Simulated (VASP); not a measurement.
Runs of VASP 6.6.1 on LiH. The structure is that of space group P6_3/mmc (No. 194), or close to it. The cells are those of the table. 

```tsv
cell	gap on the mesh (eV)
a = 3.201, b = 3.201, c = 3.999 Å, angles 90.0, 90.0, 120.0°, 4 atoms	1.72
a = 3.143, b = 3.143, c = 3.928 Å, angles 90.0, 90.0, 120.0°, 4 atoms	1.61
a = 3.361, b = 3.361, c = 4.200 Å, angles 90.0, 90.0, 120.0°, 4 atoms	(a)
a = 3.256, b = 3.256, c = 4.068 Å, angles 90.0, 90.0, 120.0°, 4 atoms	(b)
a = 3.309, b = 3.309, c = 4.135 Å, angles 90.0, 90.0, 120.0°, 4 atoms	1.92
```

Alike in all rows: task single point; level PBE; potentials or basis VASP PAW PBE potentials, release 64 (Li_sv, H); no spin polarisation; k mesh 6 × 6 × 4; cutoff (eV) 520; smearing gaussian 0.01 eV.

**Question.** Estimate the missing entries.

**Answer.** (a) 2.00; (b) 1.83.

A k mesh can miss the band edges.
